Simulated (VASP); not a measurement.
# MnS (Pm-3m) in VASP: notebook

MnS is run at these levels: PBEsol; tasks: single point.

All numbers are computed with VASP 6.6.1; they aren't measurements. Logs are shortened: lines on timing, memory, paths and dates and some standing lists are left out, and cuts for length are marked.

## 1. The cell of the first run

It takes space group Pm-3m (No. 221, cubic). Conventional cell: a = 3.099 Å, b = 3.099 Å, c = 3.099 Å, α = 90.00°, β = 90.00°, γ = 90.00°. Within 3.5 Å of Mn (site symmetry m-3m) lie 8 S at 2.68 Å and 6 Mn at 3.10 Å. Within 3.5 Å of S (site symmetry m-3m) lie 8 Mn at 2.68 Å and 6 S at 3.10 Å.

## 2. Single point, PBEsol, collinear spin, ferromagnetic start

File INCAR:

```
ALGO = Normal
EDIFF = 1E-7
ENCUT = 520
GGA = PS
ISIF = 2
ISMEAR = -1
ISPIN = 2
LASPH = True
LCHARG = True
LELF = True
LMAXMIX = 4
LORBIT = 11
LREAL = False
LVHAR = True
LWAVE = False
MAGMOM = 2.8 0
NBANDS = 20
NELM = 150
PREC = Accurate
SIGMA = 0.25
```

File KPOINTS:

```
k-points
0
Gamma
  9 9 9
```

File POSCAR:

```
MnS
1.0
    3.0990400000      0.0000000000      0.0000000000
    0.0000000000      3.0990400000      0.0000000000
    0.0000000000      0.0000000000      3.0990400000
Mn S
1 1
Direct
    0.5000000000      0.5000000000      0.5000000000
    0.0000000000      0.0000000000      0.0000000000
```

Potentials or basis: VASP PAW PBE potentials, release 64 (Mn_pv, S).

The run is started by

```sh
> cat potpaw_PBE.64/Mn_pv/POTCAR potpaw_PBE.64/S/POTCAR > POTCAR
> mpirun -np 1 vasp_std > vasp.out
```

OUTCAR:

```text
EDIFF = 1E-7
   ENCUT = 520
   GGA = PS
   ISIF = 2
   ISMEAR = -1
   ISPIN = 2
   LASPH = True
   LORBIT = 11
   LREAL = False
   NELM = 150
   PREC = Accurate

 ion  position               nearest neighbor table
   1  0.500  0.500  0.500-   2 2.68   2 2.68   2 2.68   2 2.68   2 2.68   2 2.68   2 2.68   2 2.68

   2  0.000  0.000  0.000-   1 2.68   1 2.68   1 2.68   1 2.68   1 2.68   1 2.68   1 2.68   1 2.68

  LATTYP: Found a simple cubic cell.
 ALAT       =     3.0990400000

  Lattice vectors:

 A1 = (   3.0990400000,   0.0000000000,   0.0000000000)
 A2 = (   0.0000000000,   3.0990400000,   0.0000000000)
 A3 = (   0.0000000000,   0.0000000000,   3.0990400000)

Analysis of symmetry for initial positions (statically):
=====================================================================
 Subroutine PRICEL returns:
 Original cell was already a primitive cell.

 Routine SETGRP: Setting up the symmetry group for a
 simple cubic supercell.

 Subroutine GETGRP returns: Found 48 space group operations
 (whereof 48 operations were pure point group operations)
 out of a pool of 48 trial point group operations.

The static configuration has the point symmetry O_h .

Analysis of symmetry for dynamics (positions and initial velocities):
=====================================================================
 Subroutine PRICEL returns:
 Original cell was already a primitive cell.

 Routine SETGRP: Setting up the symmetry group for a
 simple cubic supercell.

 Subroutine GETGRP returns: Found 48 space group operations
 (whereof 48 operations were pure point group operations)
 out of a pool of 48 trial point group operations.

The dynamic configuration has the point symmetry O_h .

Analysis of structural, dynamic, and magnetic symmetry:
=====================================================================
 Subroutine PRICEL returns:
 Original cell was already a primitive cell.

 Routine SETGRP: Setting up the symmetry group for a
 simple cubic supercell.

 Subroutine GETGRP returns: Found 48 space group operations
 (whereof 48 operations were pure point group operations)
 out of a pool of 48 trial point group operations.

The overall configuration has the point symmetry O_h .

 Subroutine INISYM returns: Found 48 space group operations
 (whereof 48 operations are pure point group operations),
 and found     1 'primitive' translations

----------------------------------------------------------------------------------------

                                     Primitive cell

  volume of cell :      29.7633

  direct lattice vectors                    reciprocal lattice vectors
     3.099040000  0.000000000  0.000000000     0.322680572  0.000000000  0.000000000
     0.000000000  3.099040000  0.000000000     0.000000000  0.322680572  0.000000000
     0.000000000  0.000000000  3.099040000     0.000000000  0.000000000  0.322680572

  length of vectors
     3.099040000  3.099040000  3.099040000     0.322680572  0.322680572  0.322680572

  position of ions in fractional coordinates (direct lattice)
     0.500000000  0.500000000  0.500000000
     0.000000000  0.000000000  0.000000000

  ion indices of the primitive-cell ions
   primitive index   ion index
                 1           1
                 2           2

----------------------------------------------------------------------------------------

 KPOINTS: k-points

Automatic generation of k-mesh.
 Grid dimensions read from file:
 generate k-points for:    9    9    9

 Generating k-lattice:

  Cartesian coordinates                     Fractional coordinates (reciprocal lattice)
     0.035853397  0.000000000  0.000000000     0.111111111  0.000000000  0.000000000
     0.000000000  0.035853397  0.000000000     0.000000000  0.111111111  0.000000000
     0.000000000  0.000000000  0.035853397     0.000000000  0.000000000  0.111111111

  Length of vectors
     0.035853397  0.035853397  0.035853397

  Shift w.r.t. Gamma in fractional coordinates (k-lattice)
     0.000000000  0.000000000  0.000000000

 Subroutine IBZKPT returns following result:
 ===========================================

 Found     35 irreducible k-points:

 Following reciprocal coordinates:
            Coordinates               Weight
  0.000000  0.000000  0.000000      1.000000
  0.111111  0.000000  0.000000      6.000000
  0.222222  0.000000  0.000000      6.000000
  0.333333  0.000000  0.000000      6.000000
  0.444444  0.000000  0.000000      6.000000
  0.111111  0.111111  0.000000     12.000000
[... 16 lines left out ...]
  0.333333  0.333333  0.111111     24.000000
  0.444444  0.333333  0.111111     48.000000
 [... further k-points ...]
   k-points           NKPTS =     35   k-points in BZ     NKDIM =     35   number of bands    NBANDS=     20
   number of dos      NEDOS =    301   number of ions     NIONS =      2
   total plane-waves  NPLWV =  13824
   dimension x,y,z NGX =    24 NGY =   24 NGZ =   24
   dimension x,y,z NGXF=    48 NGYF=   48 NGZF=   48
   ions per type =               1   1
   NGX,Y,Z   is equivalent  to a cutoff of  12.87, 12.87, 12.87 a.u.
   NGXF,Y,Z  is equivalent  to a cutoff of  25.75, 25.75, 25.75 a.u.
 SYSTEM =  unknown system
   PREC   = accura    normal or accurate (medium, high low for compatibility)
   ISTART =      0    job   : 0-new  1-cont  2-samecut
   ICHARG =      2    charge: 1-file 2-atom 10-const
   ISPIN  =      2    spin polarized calculation?
   LNONCOLLINEAR =      F non collinear calculations
   LSORBIT =      F    spin-orbit coupling
   LASPH  =      T    aspherical Exc in radial PAW
   ENCUT  =  520.0 eV  38.22 Ry    6.18 a.u.   5.76  5.76  5.76*2*pi/ulx,y,z
   NELM   =    150;   NELMIN=  2; NELMDL= -5     # of ELM steps
   EDIFF  = 0.1E-06   stopping-criterion for ELM
   LREAL  =      F    real-space projection
   EDIFFG = 0.1E-05   stopping-criterion for IOM
   NSW    =      0    number of steps for IOM
   IBRION =     -1    ionic relax: 0-MD 1-quasi-New 2-CG
   NFREE  =      0    steps in history (QN), initial steepest desc. (CG)
   ISIF   =      2    stress and relaxation
   ISYM   =      2    0-nonsym 1-usesym 2-fastsym
   POTIM  = 0.5000    time-step for ionic-motion
   TEBEG  =    0.0;   TEEND  =   0.0 temperature during run
   PSTRESS=    0.0 pullay stress
   NELECT =      19.0000    total number of electrons
   NUPDOWN=      -1.0000    fix difference up-down
   EMIN   =  10.00;   EMAX   =-10.00  energy-range for DOS
   EFERMI =   0.00;   METHOD = LEGACY
   ISMEAR =    -1;   SIGMA  =   0.25  broadening in eV -4-tet -1-fermi 0-gaus
   EFERMI_NEDOS =   21; number of points for ismear=-14 and -15
   IALGO  =     38    algorithm
   IMIX   =      4    mixing-type and parameters
     AMIX     =   0.40;   BMIX     =  1.00
     AMIX_MAG =   1.60;   BMIX_MAG =  1.00
  volume/ion in A,a.u.               =      14.88       100.43
  Fermi-wavevector in a.u.,A,eV,Ry     =   1.409610  2.663776 27.034766  1.986999
  Thomas-Fermi vector in A             =   2.531648
   LORBIT       =     11    0 simple, 1 ext, 2 COOP (PROOUT), +10 PAW based schemes
   GGA     = PS    functional components
   LHFCALC =     F    Hartree Fock is set to
   AEXX    =    0.0000 exact exchange contribution
   IVDW    =     0    specifies the selected vdW correction
   LEPSILON=     F    determine dielectric tensor
   LRPA    =     F    only Hartree local field effects (RPA)
 spin polarized calculation
  energy-cutoff  :      520.00
  volume of cell :       29.76
 maximum number of plane-waves:       812
 NGX is ok and might be reduce to    24
   NGX = 11   NGY = 11   NGZ = 11

 number of electron      18.9999974 magnetization       3.4889670

 Free energy of the ion-electron system (eV)
  ---------------------------------------------------
  ext. energy  EPLUGINS =         0.00000000
  ---------------------------------------------------
  free energy    TOTEN  =       -14.34685353 eV

  energy without entropy =      -13.99259462  energy(sigma->0) =      -14.16972408

 E-fermi :   8.2920     XC(G=0): -11.8211

 val. band max:        8.2823022004   @ k =   0.3333   0.3333   0.2222
 cond. band min:       8.2997293071   @ k =   0.4444   0.4444   0.0000
 fundamental gap:      0.0174271066
 Fermi energy:         8.2920153786

 spin component 1

 k-point     1 :       0.0000    0.0000    0.0000
  band No.  band energies     occupation
      1     -41.3642      1.00000
      2     -41.3642      1.00000
      3     -41.3642      1.00000
      4      -7.1613      1.00000
      5       4.8357      1.00000
      6       4.8358      1.00000
[... 12 lines left out ...]
     19      23.9168      0.00000
     20      23.9168      0.00000

 k-point     2 :       0.1111    0.0000    0.0000
  band No.  band energies     occupation
      1     -41.3687      1.00000
      2     -41.3638      1.00000
      3     -41.3638      1.00000
      4      -7.0249      1.00000
      5       4.3588      1.00000
      6       4.8816      1.00000
[... 12 lines left out ...]
     19      23.8861      0.00000
     20      25.6797      0.00000

 k-point     3 :       0.2222    0.0000    0.0000
  band No.  band energies     occupation
      1     -41.3801      1.00000
      2     -41.3629      1.00000
      3     -41.3629      1.00000
      4      -6.6415      1.00000
      5       2.8631      1.00000
      6       5.0008      1.00000
[... 12 lines left out ...]
     19      23.8069      0.00000
     20      24.5482      0.00000

 k-point     4 :       0.3333    0.0000    0.0000
  band No.  band energies     occupation
      1     -41.3930      1.00000
      2     -41.3618      1.00000
      3     -41.3618      1.00000
      4      -6.1098      1.00000
      5       1.3006      1.00000
      6       4.9603      1.00000
[... 429 lines left out ...]
 k-point    23 :       0.3333    0.3333    0.1111
  band No.  band energies     occupation
      1     -41.3898      1.00000
      2     -41.3893      1.00000
      3     -41.3638      1.00000
      4      -5.1721      1.00000
      5       2.2205      1.00000
      6       2.7463      1.00000
[... 12 lines left out ...]
     19      24.3832      0.00000
     20      25.5173      0.00000

 k-point    24 :       0.4444    0.3333    0.1111
  band No.  band energies     occupation
      1     -41.3978      1.00000
      2     -41.3887      1.00000
      3     -41.3631      1.00000
      4      -4.8535      1.00000
      5       1.6929      1.00000
      6       2.8989      1.00000
[... 12 lines left out ...]
     19      24.4341      0.00000
     20      25.2118      0.00000

 [... further k-points ...]

 spin component 2

 k-point     1 :       0.0000    0.0000    0.0000
  band No.  band energies     occupation
      1     -37.7639      1.00000
      2     -37.7639      1.00000
      3     -37.7639      1.00000
      4      -7.1112      1.00000
      5       6.5839      0.99892
      6       6.5839      0.99892
[... 12 lines left out ...]
     19      24.6255      0.00000
     20      24.6255      0.00000

 k-point     2 :       0.1111    0.0000    0.0000
  band No.  band energies     occupation
      1     -37.7693      1.00000
      2     -37.7634      1.00000
      3     -37.7634      1.00000
      4      -6.9792      1.00000
      5       5.1834      1.00000
      6       6.5301      0.99913
[... 12 lines left out ...]
     19      24.0872      0.00000
     20      26.3777      0.00000

 k-point     3 :       0.2222    0.0000    0.0000
  band No.  band energies     occupation
      1     -37.7830      1.00000
      2     -37.7623      1.00000
      3     -37.7623      1.00000
      4      -6.6100      1.00000
      5       3.2987      1.00000
      6       6.4025      0.99948
[... 12 lines left out ...]
     19      23.9460      0.00000
     20      25.3490      0.00000

 k-point     4 :       0.3333    0.0000    0.0000
  band No.  band energies     occupation
      1     -37.7986      1.00000
      2     -37.7610      1.00000
      3     -37.7610      1.00000
      4      -6.1036      1.00000
      5       1.6664      1.00000
      6       6.2692      0.99969
[... 429 lines left out ...]
 k-point    23 :       0.3333    0.3333    0.1111
  band No.  band energies     occupation
      1     -37.7946      1.00000
      2     -37.7939      1.00000
      3     -37.7633      1.00000
      4      -5.1804      1.00000
      5       2.6225      1.00000
      6       3.0141      1.00000
[... 12 lines left out ...]
     19      24.7120      0.00000
     20      26.6184      0.00000

 k-point    24 :       0.4444    0.3333    0.1111
  band No.  band energies     occupation
      1     -37.8041      1.00000
      2     -37.7931      1.00000
      3     -37.7624      1.00000
      4      -4.8683      1.00000
      5       1.9706      1.00000
      6       3.2287      1.00000
[... 12 lines left out ...]
     19      25.3858      0.00000
     20      25.6103      0.00000

 [... further k-points ...]

------------------------ aborting loop because EDIFF is reached ----------------------------------------

  FORCE on cell =-STRESS in cart. coord.  units (eV):
  Direction    XX          YY          ZZ          XY          YZ          ZX
  --------------------------------------------------------------------------------------
  -------------------------------------------------------------------------------------
  Total       -1.8536708     -1.8536708     -1.8536708     -0.0000000     -0.0000000     -0.0000000
  in kB      -99.7841672    -99.7841672    -99.7841672     -0.0000000     -0.0000000     -0.0000000
  external PRESSURE =     -99.7841672 kB  Pullay stress =       0.0000000 kB

 VOLUME and BASIS-vectors are now :
 -----------------------------------------------------------------------------
  energy-cutoff  :      520.00
  volume of cell :       29.76
      direct lattice vectors                 reciprocal lattice vectors
     3.099040000  0.000000000  0.000000000     0.322680572  0.000000000  0.000000000
     0.000000000  3.099040000  0.000000000     0.000000000  0.322680572  0.000000000
     0.000000000  0.000000000  3.099040000     0.000000000  0.000000000  0.322680572

 POSITION                                       TOTAL-FORCE (eV/Angst)
 -----------------------------------------------------------------------------------
      1.54952      1.54952      1.54952         0.000000      0.000000      0.000000
      0.00000      0.00000      0.00000         0.000000      0.000000      0.000000
 -----------------------------------------------------------------------------------
    total drift:                                0.000000      0.000000     -0.000000

  FREE ENERGIE OF THE ION-ELECTRON SYSTEM (eV)
  ---------------------------------------------------
  free  energy   TOTEN  =       -14.3468535345 eV

  energy  without entropy=      -13.9925946190  energy(sigma->0) =      -14.16972408

 total charge

# of ion       s       p       d       tot
------------------------------------------
    1        0.214   6.167   5.040  11.421
    2        1.364   2.254   0.000   3.618
--------------------------------------------------
tot          1.578   8.421   5.040  15.039

 magnetization (x)

# of ion       s       p       d       tot
------------------------------------------
    1        0.016   0.027   3.372   3.415
    2        0.025  -0.094   0.000  -0.070
--------------------------------------------------
tot          0.041  -0.067   3.372   3.346
```

It took 18 s on 1 thread of Intel Xeon Platinum 8488C (Sapphire Rapids), shared host; peak memory 0.16 GiB.

Results:

* Free energy: -14.3469 eV
* Pressure: -10.0 GPa
* Net moment: 3.49 μB per cell
* Site moments: Mn +3.42; S -0.07 μB
* Valence electrons inside the program's atomic spheres: Mn 11.42; S 3.62

Caveat: the PAW data sets were made with another functional, which shifts forces and pressure a little; a cell with one magnetic atom can't hold antiferromagnetic order, which such compounds often take; semilocal functionals often make such compounds metallic where correlation or magnetic order opens a gap, which also shifts bond lengths. With open d or f shells a metallic result of PBEsol can be an artefact of self-interaction; +U or a hybrid may open a gap.

## 3. Single point, PBEsol, collinear spin, ferromagnetic start

File INCAR:

```
ALGO     = Normal         # electronic algorithm
EDIFF    = 1E-7           # SCF threshold, eV
ENCUT    = 520            # plane-wave cutoff, eV
GGA      = PS             # functional
ISIF     = 2              # what is computed and relaxed
ISMEAR   = -1             # smearing method
ISPIN    = 2              # spin polarisation
LASPH    = T              # aspherical terms in the spheres
LCHARG   = F              # write CHGCAR
LMAXMIX  = 4              # l up to which the mixer works
LORBIT   = 11             # projections on sites
LREAL    = F              # projectors in reciprocal space
LWAVE    = F              # write WAVECAR
MAGMOM   = 2.8 0          # initial moments
NBANDS   = 20             # bands
NELM     = 150            # most SCF steps
PREC     = Accurate       # precision mode
SIGMA    = 0.15           # smearing width, eV
```

KPOINTS is that of step 2.

POSCAR is that of step 2.

Potentials or basis: VASP PAW PBE potentials, release 64 (Mn_pv, S).

The run is started by

```sh
> cat potpaw_PBE.64/Mn_pv/POTCAR potpaw_PBE.64/S/POTCAR > POTCAR
> mpirun -np 1 vasp_std > vasp.out
```

Run time: 17 s. Hardware: 1 thread of Intel Xeon Platinum 8488C (Sapphire Rapids), shared host; peak memory 0.16 GiB.

Results (log left out):

* Free energy: -14.2337 eV
* Pressure: -11.2 GPa
* Net moment: 3.44 μB per cell
* Site moments: Mn +3.40; S -0.09 μB
* Valence electrons inside the program's atomic spheres: Mn 11.42; S 3.61

Levels at points of the mesh, in eV from the Fermi level:
Spin up:
| k point | band 9 | band 10 | band 11 | band 12 | band 13 | band 14 |
| --- | --- | --- | --- | --- | --- | --- |
| (0.00, 0.00, 0.00) | -1.96 | -1.75 | -1.75 | -1.75 | 1.90 | 6.93 |
Spin down:
```tsv
k point	band 5	band 6	band 7	band 8	band 9	band 10	band 11	band 12
(0.00, 0.00, 0.00)	-1.75	-1.75	-1.75	-1.12	-1.12	1.39	1.39	1.39
```

Caveat: the PAW data sets were made with another functional, which shifts forces and pressure a little; a cell with one magnetic atom can't hold antiferromagnetic order, which such compounds often take; semilocal functionals often make such compounds metallic where correlation or magnetic order opens a gap, which also shifts bond lengths. With open d or f shells a metallic result of PBEsol can be an artefact of self-interaction; +U or a hybrid may open a gap.
